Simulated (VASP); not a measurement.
Runs of VASP 6.6.1 on Si. The structure is that of space group Fm-3m (No. 225), or close to it. The cells are those of the table. 

```tsv
task	cell	k mesh	cutoff (eV)	gap on the mesh (eV)	pressure (GPa)	relaxed volume (Å³/atom)
single point	a = 2.309 Å, angles 60.0°, 1 atom	10 × 10 × 10	520	none	(b)	-
relaxation of cell and atoms	relaxed from a = 2.706 Å, angles 60.0°, 1 atom	18 × 18 × 18	600	none	0.0	14.16
single point	a = 2.706 Å, angles 60.0°, 1 atom	10 × 10 × 10	520	none	0.2	-
single point	a = 2.714 Å, angles 60.0°, 1 atom	18 × 18 × 18	520	none	0.1	-
relaxation of cell and atoms	relaxed from a = 2.309 Å, angles 60.0°, 1 atom	10 × 10 × 10	600	none	0.0	(a)
```

Alike in all rows: level PBEsol; potentials or basis VASP PAW PBE potentials, release 64 (Si); no spin polarisation; smearing gaussian 0.1 eV.

Task: Estimate the missing entries.

Result: (a) 14.04; (b) 123.0.

Caveats: the PAW data sets were made with another functional, which shifts forces and pressure a little; the volume moved by over 15 % at a fixed basis, so the end points are rough (some runs).

A gap of «none» marks levels without a gap at the run's occupations.
